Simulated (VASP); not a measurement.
A run of VASP 6.6.1:

Contents of INCAR:

```
SYSTEM = ZnInO3
ALGO = Normal
EDIFF = 1E-7
ENCUT = 520
GGA = PE
ISIF = 2
ISMEAR = 0
LASPH = .True.
LCHARG = .True.
LELF = .True.
LREAL = .False.
LVHAR = .True.
LWAVE = .False.
NBANDS = 54
NELM = 100
PREC = Accurate
SIGMA = 0.1
```

The input KPOINTS:

```
k-points
0
Gamma
  6 6 2
  0 0 0
```

The input POSCAR:

```
ZnInO3
1.0
    4.1123570200      0.0000000000      0.0000000000
   -2.0561785100      3.5614056500      0.0000000000
    0.0000000000      0.0000000000      9.4995011700
Zn In O
2 2 6
Direct
    0.0000000000      0.0000000000      0.8810827000
    0.0000000000      0.0000000000      0.1189173000
    0.0000000000      0.0000000000      0.5965469000
    0.0000000000      0.0000000000      0.4034531000
    0.5000000000      0.0000000000      0.5000000000
    0.0000000000      0.5000000000      0.5000000000
    0.5000000000      0.5000000000      0.5000000000
    0.5000000000      0.0000000000      0.0000000000
    0.0000000000      0.5000000000      0.0000000000
    0.5000000000      0.5000000000      0.0000000000
```

Potentials or basis: VASP PAW PBE potentials, release 64 (Zn, In_d, O).

Launch:

```console
$ cat potpaw_PBE.64/Zn/POTCAR potpaw_PBE.64/In_d/POTCAR potpaw_PBE.64/O/POTCAR > POTCAR
$ mpirun -np 1 vasp_std > vasp.out
```

Hardware: 1 thread of Intel(R) Xeon(R) Platinum 8488C (Sapphire Rapids) (shared host).

Estimate the wall time of this run.

Wall time 2.1 min on 1 thread of Intel(R) Xeon(R) Platinum 8488C (Sapphire Rapids) (shared host), peak memory 0.29 GiB. Counts: scf iterations 20, k points 14.
